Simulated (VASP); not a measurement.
ZnSe (Stilleite):

```
Zn Se
1.0
     0.00000    2.83380    2.83380
     2.83380    0.00000    2.83380
     2.83380    2.83380    0.00000
Zn Se
1 1
Direct
  0.00000 0.00000 0.00000
  0.25000 0.25000 0.25000
```

Base run:

- Program: VASP 6.6.1
- Functional: RPBE
- Potentials or basis: VASP PAW PBE potentials, release 64 (Zn, Se)
- Cutoff: 520 eV
- k mesh: 6 × 6 × 6
- Occupations: gaussian, width 0.01 eV
- Spin: no spin polarisation

Its results: band gap on the k mesh 1.45 eV, direct; pressure 4.6 GPa.

**Question.** The run is repeated on the same cell with these changes: functional from RPBE to PBEsol. What comes out?

**Answer.** Band gap on the k mesh 1.17 eV, direct; pressure -0.9 GPa.

PBEsol binds more tightly than RPBE, so the same cell stands under less pressure.

Caveats: the PAW data sets were made with another functional, which shifts forces and pressure a little.

